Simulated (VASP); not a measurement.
# BiMo (WC type) (P-6m2) in VASP: further runs

BiMo (WC type) is run at these levels: PBEsol; tasks: relaxation of cell and atoms.

Program: VASP 6.6.1. These are calculated values, not measurements. Logs are shortened: lines on timing, memory, paths and dates and some standing lists are left out, and cuts for length are marked.

## Step 1: The cell of the first run

The structure is hexagonal, space group P-6m2 (No. 187). Conventional cell: a = 2.587 Å, b = 2.587 Å, c = 3.663 Å, α = 90.00°, β = 90.00°, γ = 120.00°. Within 3.1 Å of Mo (site symmetry -6m2) lie 6 Bi at 2.36 Å and 6 Mo at 2.59 Å. Within 3.1 Å of Bi (site symmetry -6m2) lie 6 Mo at 2.36 Å and 6 Bi at 2.59 Å.

## Step 2: Relaxation of cell and atoms, PBEsol, target pressure 400 GPa, at which the enthalpy is minimised

INCAR

```
PREC = Accurate
ENCUT = 600
EDIFF = 1E-6
ISMEAR = -1
SIGMA = 0.1
LREAL = F
LASPH = T
NELM = 100
ALGO = Normal
ISIF = 3
LWAVE = F
LCHARG = F
GGA = PS
IBRION = 2
NSW = 32
EDIFFG = -0.005
PSTRESS = 4000.0
```

KPOINTS

```
Automatic mesh
0
Gamma
  14 14 13
```

POSCAR

```
BiMo
1.0
    2.5869338570      0.0000000000      0.0000000000
   -1.2934669285      2.2403504380      0.0000000000
    0.0000000000      0.0000000000      3.6625208066
Mo Bi
1 1
Direct
    0.0000000000      0.0000000000      0.0000000000
    0.3333333333      0.6666666667      0.5000000000
```

Potentials or basis: VASP PAW PBE potentials, release 64 (Mo_sv, Bi_d).

Started as:

```
cat potpaw_PBE.64/Mo_sv/POTCAR potpaw_PBE.64/Bi_d/POTCAR > POTCAR
mpirun -np 1 vasp_std > vasp.out
```

OUTCAR:

```text
PREC = Accurate
   ENCUT = 600
   EDIFF = 1E-6
   ISMEAR = -1
   LREAL = F
   LASPH = T
   NELM = 100
   ISIF = 3
   GGA = PS
   IBRION = 2
   NSW = 32
   EDIFFG = -0.005
   PSTRESS = 4000.0

 ion  position               nearest neighbor table
   1  0.000  0.000  0.000-   2 2.36   2 2.36   2 2.36   2 2.36   2 2.36   2 2.36   2 3.50   2 3.50
                             2 3.50   2 3.50   2 3.50   2 3.50
   2  0.333  0.667  0.500-   1 2.36   1 2.36   1 2.36   1 2.36   1 2.36   1 2.36   1 3.50   1 3.50
                             1 3.50   1 3.50   1 3.50   1 3.50

  LATTYP: Found a hexagonal cell.
 ALAT       =     2.5869338570
 C/A-ratio  =     1.4157767493

  Lattice vectors:

 A1 = (   2.5869338570,   0.0000000000,   0.0000000000)
 A2 = (  -1.2934669285,   2.2403504380,   0.0000000000)
 A3 = (   0.0000000000,   0.0000000000,   3.6625208066)

Analysis of symmetry for initial positions (statically):
=====================================================================
 Subroutine PRICEL returns:
 Original cell was already a primitive cell.

 Routine SETGRP: Setting up the symmetry group for a
 hexagonal supercell.

 Subroutine GETGRP returns: Found 12 space group operations
 (whereof 12 operations were pure point group operations)
 out of a pool of 24 trial point group operations.

The static configuration has the point symmetry D_3h.

Analysis of symmetry for dynamics (positions and initial velocities):
=====================================================================
 Subroutine PRICEL returns:
 Original cell was already a primitive cell.

 Routine SETGRP: Setting up the symmetry group for a
 hexagonal supercell.

 Subroutine GETGRP returns: Found 12 space group operations
 (whereof 12 operations were pure point group operations)
 out of a pool of 24 trial point group operations.

The dynamic configuration has the point symmetry D_3h.

 Subroutine INISYM returns: Found 12 space group operations
 (whereof 12 operations are pure point group operations),
 and found     1 'primitive' translations

----------------------------------------------------------------------------------------

                                     Primitive cell

  volume of cell :      21.2266

  direct lattice vectors                    reciprocal lattice vectors
     2.586933857  0.000000000  0.000000000     0.386558009  0.223179370  0.000000000
    -1.293466929  2.240350438  0.000000000     0.000000000  0.446358741  0.000000000
     0.000000000  0.000000000  3.662520807     0.000000000  0.000000000  0.273035992

  length of vectors
     2.586933857  2.586933857  3.662520807     0.446358741  0.446358741  0.273035992

  position of ions in fractional coordinates (direct lattice)
     0.000000000  0.000000000  0.000000000
     0.333333333  0.666666667  0.500000000

  ion indices of the primitive-cell ions
   primitive index   ion index
                 1           1
                 2           2

----------------------------------------------------------------------------------------

 KPOINTS: Automatic mesh

Automatic generation of k-mesh.
 Grid dimensions read from file:
 generate k-points for:   14   14   13

 Generating k-lattice:

  Cartesian coordinates                     Fractional coordinates (reciprocal lattice)
     0.027611286  0.015941384  0.000000000     0.071428571 -0.000000000  0.000000000
     0.000000000  0.031882767  0.000000000     0.000000000  0.071428571  0.000000000
     0.000000000  0.000000000  0.021002769     0.000000000  0.000000000  0.076923077

  Length of vectors
     0.031882767  0.031882767  0.021002769

  Shift w.r.t. Gamma in fractional coordinates (k-lattice)
     0.000000000  0.000000000  0.000000000

 Subroutine IBZKPT returns following result:
 ===========================================

 Found    168 irreducible k-points:

 Following reciprocal coordinates:
            Coordinates               Weight
  0.000000  0.000000  0.000000      1.000000
  0.071429  0.000000  0.000000      6.000000
  0.142857 -0.000000  0.000000      6.000000
  0.214286  0.000000  0.000000      6.000000
  0.285714 -0.000000  0.000000      6.000000
  0.357143  0.000000  0.000000      6.000000
[... 16 lines left out ...]
  0.285714  0.285714  0.000000      6.000000
  0.357143  0.285714  0.000000      6.000000
 [... further k-points ...]
   k-points           NKPTS =    168   k-points in BZ     NKDIM =    168   number of bands    NBANDS=     18
   number of dos      NEDOS =    301   number of ions     NIONS =      2
   total plane-waves  NPLWV =  17280
   dimension x,y,z NGX =    24 NGY =   24 NGZ =   30
   dimension x,y,z NGXF=    48 NGYF=   48 NGZF=   60
   ions per type =               1   1
   NGX,Y,Z   is equivalent  to a cutoff of  15.42, 15.42, 13.62 a.u.
   NGXF,Y,Z  is equivalent  to a cutoff of  30.85, 30.85, 27.23 a.u.
 SYSTEM =  unknown system
   PREC   = accura    normal or accurate (medium, high low for compatibility)
   ISTART =      0    job   : 0-new  1-cont  2-samecut
   ICHARG =      2    charge: 1-file 2-atom 10-const
   ISPIN  =      1    spin polarized calculation?
   LNONCOLLINEAR =      F non collinear calculations
   LSORBIT =      F    spin-orbit coupling
   LASPH  =      T    aspherical Exc in radial PAW
   ENCUT  =  600.0 eV  44.10 Ry    6.64 a.u.   5.17  5.17  7.31*2*pi/ulx,y,z
   NELM   =    100;   NELMIN=  2; NELMDL= -5     # of ELM steps
   EDIFF  = 0.1E-05   stopping-criterion for ELM
   LREAL  =      F    real-space projection
   EDIFFG = -.5E-02   stopping-criterion for IOM
   NSW    =     32    number of steps for IOM
   IBRION =      2    ionic relax: 0-MD 1-quasi-New 2-CG
   NFREE  =      1    steps in history (QN), initial steepest desc. (CG)
   ISIF   =      3    stress and relaxation
   ISYM   =      2    0-nonsym 1-usesym 2-fastsym
   POTIM  = 0.5000    time-step for ionic-motion
   TEBEG  =    0.0;   TEEND  =   0.0 temperature during run
   PSTRESS= 4000.0 pullay stress
   NELECT =      29.0000    total number of electrons
   NUPDOWN=      -1.0000    fix difference up-down
   EMIN   =  10.00;   EMAX   =-10.00  energy-range for DOS
   EFERMI =   0.00;   METHOD = LEGACY
   ISMEAR =    -1;   SIGMA  =   0.10  broadening in eV -4-tet -1-fermi 0-gaus
   EFERMI_NEDOS =   21; number of points for ismear=-14 and -15
   IALGO  =     38    algorithm
   IMIX   =      4    mixing-type and parameters
     AMIX     =   0.40;   BMIX     =  1.00
     AMIX_MAG =   1.60;   BMIX_MAG =  1.00
  volume/ion in A,a.u.               =      10.61        71.62
  Fermi-wavevector in a.u.,A,eV,Ry     =   1.816549  3.432779 44.897172  3.299849
  Thomas-Fermi vector in A             =   2.873938
   LORBIT       =      0    0 simple, 1 ext, 2 COOP (PROOUT), +10 PAW based schemes
   GGA     = PS    functional components
   LHFCALC =     F    Hartree Fock is set to
   AEXX    =    0.0000 exact exchange contribution
   IVDW    =     0    specifies the selected vdW correction
   LEPSILON=     F    determine dielectric tensor
   LRPA    =     F    only Hartree local field effects (RPA)
 conjugate gradient relaxation of ions
 non-spin polarized calculation
  energy-cutoff  :      600.00
  volume of cell :       21.23
 maximum number of plane-waves:       720
 NGX is ok and might be reduce to    24
   NGX = 11   NGY = 11   NGZ = 15

--------------------------------------- Ionic step        1  -------------------------------------------

 number of electron      29.0000001 magnetization

 Free energy of the ion-electron system (eV)
  ---------------------------------------------------
  ext. energy  EPLUGINS =         0.00000000
  ---------------------------------------------------
  free energy    TOTEN  =        -1.25208031 eV

  energy without entropy =       -1.20932933  energy(sigma->0) =       -1.23070482

------------------------ aborting loop because EDIFF is reached ----------------------------------------

  FORCE on cell =-STRESS in cart. coord.  units (eV):
  Direction    XX          YY          ZZ          XY          YZ          ZX
  --------------------------------------------------------------------------------------
  -------------------------------------------------------------------------------------
  Total       53.3376780     53.3376780     53.5740563      0.0000000      0.0000000      0.0000000
  in kB     4025.9029934   4025.9029932   4043.7447146      0.0000000      0.0000000      0.0000000
  external PRESSURE =      31.8502337 kB  Pullay stress =    4000.0000000 kB
[... 93 lines left out ...]
  FREE ENERGIE OF THE ION-ELECTRON SYSTEM (eV)
  ---------------------------------------------------
  free  energy   TOTEN  =        -1.3678912835 eV

  energy  without entropy=       -1.3250883857  energy(sigma->0) =       -1.34648983

  enthalpy is  TOTEN    =        51.7419830606 eV   P V=       53.1098743441

[... ionic steps 4 to 9 ...]

--------------------------------------- Ionic step       10  -------------------------------------------

 number of electron      29.0000002 magnetization

------------------------ aborting loop because EDIFF is reached ----------------------------------------

  FORCE on cell =-STRESS in cart. coord.  units (eV):
  Direction    XX          YY          ZZ          XY          YZ          ZX
  --------------------------------------------------------------------------------------
  -------------------------------------------------------------------------------------
  Total       53.0286977     53.0286977     53.0135777     -0.0000000     -0.0000000      0.0000000
  in kB     3992.6568923   3992.6568907   3991.5184765     -0.0000000     -0.0000000      0.0000000
  external PRESSURE =      -7.7225802 kB  Pullay stress =    4000.0000000 kB
[... 61 lines left out ...]
  enthalpy is  TOTEN    =        51.7419208915 eV   P V=       53.0995180855

--------------------------------------- Ionic step       12  -------------------------------------------

 number of electron      29.0000002 magnetization

 Free energy of the ion-electron system (eV)
  ---------------------------------------------------
  ext. energy  EPLUGINS =         0.00000000
  ---------------------------------------------------
  free energy    TOTEN  =        -1.35607365 eV

  energy without entropy =       -1.31336474  energy(sigma->0) =       -1.33471919

 E-fermi :  24.9330     XC(G=0): -16.2264

 val. band max:       24.9293327861   @ k =   0.1429   0.0714   0.1538
 cond. band min:      24.9403393060   @ k =   0.2857   0.2857   0.0769
 fundamental gap:      0.0110065200
 Fermi energy:        24.9330065190

 k-point     1 :       0.0000    0.0000    0.0000
  band No.  band energies     occupation
      1     -36.1677      2.00000
      2     -11.3063      2.00000
      3      -9.2085      2.00000
      4      -9.2085      2.00000
      5      -2.2134      2.00000
      6      -1.4097      2.00000
[... 10 lines left out ...]
     17      31.0966      0.00000
     18      34.5226      0.00000
[... 466 lines left out ...]
      2     -11.3605      2.00000
      3     -11.0848      2.00000
      4     -10.8481      2.00000
      5      -1.3378      2.00000
      6      -1.2854      2.00000
[... 10 lines left out ...]
     17      29.8137      0.00000
     18      36.3760      0.00000

 [... further k-points ...]
[... 5 lines left out ...]
  --------------------------------------------------------------------------------------
  -------------------------------------------------------------------------------------
  Total       53.0922330     53.0922330     53.0988307      0.0000000     -0.0000000      0.0000000
  in kB     3999.5660217   3999.5660211   4000.0630364      0.0000000     -0.0000000      0.0000000
  external PRESSURE =      -0.2683069 kB  Pullay stress =    4000.0000000 kB
[... 17 lines left out ...]
  FREE ENERGIE OF THE ION-ELECTRON SYSTEM (eV)
  ---------------------------------------------------
  free  energy   TOTEN  =        -1.3560736488 eV

  energy  without entropy=       -1.3133647379  energy(sigma->0) =       -1.33471919

  enthalpy is  TOTEN    =        51.7419202305 eV   P V=       53.0979938792

 reached required accuracy - stopping structural energy minimisation
```

Wall time 14 min (1 thread of AMD EPYC 7R13, shared host); peak memory 0.19 GiB.

Results:

```yaml
Free_energy: -1.3561 eV
Relaxed_volume: 10.63 Å³/atom
Relaxed_cell: a = 2.587 Å, b = 2.587 Å, c = 3.669 Å, α = 90.00°, β = 90.00°, γ = 120.00°
Space_group_after_relaxing_to_0.05_Å: P-6m2 (No. 187)
Energy_change_on_relaxing_the_enthalpy_is_what_falls: -52.0 meV/atom
Ionic_steps: 12
Pressure_after_relaxing: 400.0 GPa
```

The path:
| step | energy change (eV) | largest force (eV/Å) | pressure (GPa) | volume (Å³) |
| --- | --- | --- | --- | --- |
| 1 | 0.0000 | 0.0000 | 403.19 | 21.23 |
| 2 | -1.5516 | 0.0000 | 358.12 | 21.88 |
| 3 | -0.1158 | 0.0000 | 399.81 | 21.27 |
| 4 | -0.1135 | 0.0000 | 399.81 | 21.27 |
| 5 | -0.0568 | 0.0000 | 401.52 | 21.25 |
| 6 | -0.1112 | 0.0000 | 399.95 | 21.27 |
| 7 | -0.0900 | 0.0000 | 400.21 | 21.26 |
| 8 | -0.1025 | 0.0000 | 400.10 | 21.27 |
| 9 | -0.1026 | 0.0000 | 400.08 | 21.27 |
| 10 | -0.1322 | 0.0000 | 399.23 | 21.28 |
| 11 | -0.1055 | 0.0000 | 399.90 | 21.27 |
| 12 | -0.1040 | 0.0000 | 399.97 | 21.27 |

Final structure:
```
Mo Bi
1.0
     2.58724    0.00000    0.00000
    -1.29362    2.24062    0.00000
     0.00000    0.00000    3.66881
Mo Bi
1 1
Cartesian
  0.0000 0.0000 0.0000
  0.0000 1.4937 1.8344
```

Levels at points of the mesh, in eV from the Fermi level:
| k point | band 12 | band 13 | band 14 | band 15 | band 16 | band 17 |
| --- | --- | --- | --- | --- | --- | --- |
| (0.00, 0.00, 0.00) | -4.30 | -2.98 | -2.98 | 0.29 | 0.29 | 6.16 |
| (0.50, 0.00, 0.00) | -8.23 | -6.10 | 0.12 | 2.73 | 4.72 | 5.22 |

Caveat: the cell is relaxed towards a set pressure, so the enthalpy falls and the energy may rise; the PAW data sets were made with another functional, which shifts forces and pressure a little; spin-orbit coupling is left out, which moves the levels of the heavy elements.

## Step 3: Relaxation of cell and atoms, PBEsol, target pressure 400 GPa, at which the enthalpy is minimised

This run uses another cell than the first one, of 11.04 Å³/atom, 1.040 times its volume.

INCAR

```
ALGO = Normal
EDIFF = 1E-6
EDIFFG = -0.005
ENCUT = 600
GGA = PS
IBRION = 2
ISIF = 3
ISMEAR = -1
LASPH = T
LCHARG = F
LREAL = F
LWAVE = F
NELM = 80
NSW = 60
PREC = Accurate
PSTRESS = 4000.0
SIGMA = 0.1
```

KPOINTS

```
k-points
0
Gamma
  14 14 13
```

POSCAR

```
BiMo
1.0
    2.9632233126      0.0000000000      0.0000000000
   -1.4816116563      2.5662266658      0.0000000000
    0.0000000000      0.0000000000      2.9039588463
Mo Bi
1 1
Direct
    0.0000000000      0.0000000000      0.0000000000
    0.3333333333      0.6666666667      0.5000000000
```

Potentials or basis: VASP PAW PBE potentials, release 64 (Mo_sv, Bi_d).

Started as:

```
cat potpaw_PBE.64/Mo_sv/POTCAR potpaw_PBE.64/Bi_d/POTCAR > POTCAR
mpirun -np 1 vasp_std > vasp.out
```

OUTCAR:

```text
EDIFF = 1E-6
   EDIFFG = -0.005
   ENCUT = 600
   GGA = PS
   IBRION = 2
   ISIF = 3
   ISMEAR = -1
   LASPH = T
   LREAL = F
   NELM = 80
   NSW = 60
   PREC = Accurate
   PSTRESS = 4000.0

 ion  position               nearest neighbor table
   1  0.000  0.000  0.000-   2 2.24   2 2.24   2 2.24   2 2.24   2 2.24   2 2.24
   2  0.333  0.667  0.500-   1 2.24   1 2.24   1 2.24   1 2.24   1 2.24   1 2.24

  LATTYP: Found a hexagonal cell.
 ALAT       =     2.9632233126
 C/A-ratio  =     0.9800000000

  Lattice vectors:

 A1 = (   2.9632233126,   0.0000000000,   0.0000000000)
 A2 = (  -1.4816116563,   2.5662266658,   0.0000000000)
 A3 = (   0.0000000000,   0.0000000000,   2.9039588463)
[... 366 lines left out ...]
--------------------------------------- Ionic step       24  -------------------------------------------

 number of electron      29.0000016 magnetization

 Free energy of the ion-electron system (eV)
  ---------------------------------------------------
  ext. energy  EPLUGINS =         0.00000000
  ---------------------------------------------------
  free energy    TOTEN  =        -1.35488466 eV

  energy without entropy =       -1.31214279  energy(sigma->0) =       -1.33351373

 E-fermi :  24.9308     XC(G=0): -16.2260

 val. band max:       24.9258572357   @ k =   0.1429   0.0714   0.1538
 cond. band min:      24.9391810440   @ k =   0.2857   0.2857   0.0769
 fundamental gap:      0.0133238084
 Fermi energy:        24.9308268937

 k-point     1 :       0.0000    0.0000    0.0000
  band No.  band energies     occupation
      1     -36.1685      2.00000
      2     -11.3070      2.00000
      3      -9.2121      2.00000
      4      -9.2121      2.00000
      5      -2.2122      2.00000
      6      -1.4100      2.00000
[... 481 lines left out ...]
      5      -1.3384      2.00000
      6      -1.2858      2.00000
[... 10 lines left out ...]
     17      29.8104      0.00000
     18      36.3778      0.00000

 [... further k-points ...]
[... 5 lines left out ...]
  --------------------------------------------------------------------------------------
  -------------------------------------------------------------------------------------
  Total       53.0929192     53.0929192     53.1026437     -0.0000000      0.0000000     -0.0000000
  in kB     3999.4574350   3999.4574351   4000.1899758     -0.0000000      0.0000000     -0.0000000
  external PRESSURE =      -0.2983847 kB  Pullay stress =    4000.0000000 kB
[... 21 lines left out ...]
  energy  without entropy=       -1.3121427899  energy(sigma->0) =       -1.33351373

  enthalpy is  TOTEN    =        51.7452370572 eV   P V=       53.1001217193

 reached required accuracy - stopping structural energy minimisation
```

It took 23 min on 1 thread of AMD EPYC 7R13, shared host; peak memory 0.19 GiB.

Results:

```yaml
Free_energy: -1.3549 eV
Relaxed_volume: 10.63 Å³/atom
Relaxed_cell: a = 2.588 Å, b = 2.588 Å, c = 3.668 Å, α = 90.00°, β = 90.00°, γ = 120.00°
Space_group_after_relaxing_to_0.05_Å: P-6m2 (No. 187)
Energy_change_on_relaxing_the_enthalpy_is_what_falls: -480.9 meV/atom
Ionic_steps: 24
Pressure_after_relaxing: 400.0 GPa
```

The path:
```csv
step,energy change (eV),largest force (eV/Å),pressure (GPa),volume (Å³)
1,0.0000,0.0000,406.17,22.08
2,-3.4683,0.0000,327.99,22.38
3,-3.5689,0.0000,327.71,22.43
4,5.6629,0.0000,566.01,19.31
5,-1.6471,0.0000,378.42,21.56
6,-1.4815,0.0000,382.70,21.49
7,-1.4345,0.0000,383.90,21.47
8,-0.7300,0.0000,407.63,21.18
9,-0.9763,0.0000,399.73,21.27
10,-0.9862,0.0000,399.30,21.28
11,-0.9443,0.0000,400.36,21.26
12,-0.9714,0.0000,399.70,21.27
13,-0.9547,0.0000,400.17,21.27
14,-0.9566,0.0000,400.17,21.27
15,-0.9596,0.0000,400.05,21.27
16,-0.9590,0.0000,400.06,21.27
17,-0.9578,0.0000,400.07,21.27
18,-0.9572,0.0000,400.10,21.27
19,-0.9575,0.0000,400.10,21.27
20,-0.9612,0.0000,400.06,21.27
21,-0.9725,0.0000,399.74,21.27
22,-0.9638,0.0000,399.93,21.27
23,-0.9624,0.0000,399.94,21.27
24,-0.9618,0.0000,399.97,21.27
```

Final structure:
```
Mo Bi
1.0
     2.58764    0.00000    0.00000
    -1.29382    2.24096    0.00000
     0.00000    0.00000    3.66783
Mo Bi
1 1
Cartesian
  0.0000 0.0000 0.0000
  0.0000 1.4940 1.8339
```

Caveat: the cell is relaxed towards a set pressure, so the enthalpy falls and the energy may rise; the PAW data sets were made with another functional, which shifts forces and pressure a little; spin-orbit coupling is left out, which moves the levels of the heavy elements.
